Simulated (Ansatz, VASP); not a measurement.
## WSe in VASP and in Ansatz

```
CELL_PARAMETERS angstrom
0.00000 3.16449 3.16449
3.16449 0.00000 3.16449
3.16449 3.16449 0.00000
ATOMIC_POSITIONS crystal
W 0.00000 0.00000 0.00000
Se 0.25000 0.25000 0.25000
```

Alike in both runs: task single point; functional PBE; k mesh 12 × 12 × 12; occupations gaussian, width 0.1 eV; collinear spin; Hubbard terms W d U = 6.2 eV.

```csv
,VASP,Ansatz
version,VASP 6.6.1,Ansatz 0.2.0
potentials or method,"VASP PAW PBE potentials, release 64 (W_sv, Se), cutoff 520 eV","scalar-relativistic, plane waves, PAW"
valence electrons in the cell,20,30
```

|  | VASP | Ansatz | Ansatz less VASP |
| --- | --- | --- | --- |
| gap on the k mesh at the Fermi level (eV) | none | none | - |
| pressure (GPa) | -3.5 | -1.8 | +1.66 |
| net moment per atom (μB) | 2.00 | 2.00 | 0.000 |
| size of the moment on the site where the two differ most (μB) | 3.26 | 3.03 | -0.229 |

Site moments also hang on the region over which each program counts them. The programs project onto different local orbitals, so the same U acts differently, and such runs can settle in different states. A gap of «none» marks a metal or a gap that the smearing closes. VASP's potentials hold 20 valence electrons a cell and Ansatz's 30, so a difference there can come from the potentials and not from the codes. Ansatz's warnings: filled band counts differ across k points.

Neither program's run includes spin-orbit coupling.
